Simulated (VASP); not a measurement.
Input of a VASP 6.6.1 run:

Contents of INCAR:

```
PREC = Accurate ; ENCUT = 520
EDIFF = 1E-6 ; ISMEAR = 0
SIGMA = 0.1 ; LREAL = F
LASPH = T ; NELM = 60
ALGO = Normal ; ISIF = 2
LWAVE = F ; LCHARG = F
GGA = PE ; NBANDS = 29
```

File KPOINTS:

```
Automatic mesh
0
Gamma
  10 10 10
```

File POSCAR:

```
TiSi2
1.0
    1.7737084001     -6.7812415694      0.0000000000
    1.7737084001      6.7812415694      0.0000000000
    0.0000000000      0.0000000000      3.5791229263
Ti Si
2 4
Direct
    0.8968048257      0.1031951743      0.7500000000
    0.1031951743      0.8968048257      0.2500000000
    0.5591336981      0.4408663019      0.7500000000
    0.4408663019      0.5591336981      0.2500000000
    0.2498286294      0.7501713706      0.7500000000
    0.7501713706      0.2498286294      0.2500000000
```

Potentials or basis: VASP PAW PBE potentials, release 64 (Ti_sv, Si).

Launch:

```sh
$ cat potpaw_PBE.64/Ti_sv/POTCAR potpaw_PBE.64/Si/POTCAR > POTCAR
$ mpirun -np 1 vasp_std > vasp.out
```

Question: What does it give for the largest force?

Answer: 0.010 eV/Å.

Question: Estimate the band gap on the k mesh.

Answer: Zero (band 20 reaches 10.86 eV, above the bottom of band 21 at 9.87 eV).

Question: Estimate the pressure.

Answer: 0.0 GPa.

Forces in eV/Å, atoms in the order of the input:
```
Ti   0.000  0.000  0.000
Ti   0.000  0.000  0.000
Si   0.000  0.010  0.000
Si   0.000 -0.010  0.000
Si   0.000  0.000  0.000
Si   0.000  0.000  0.000
```
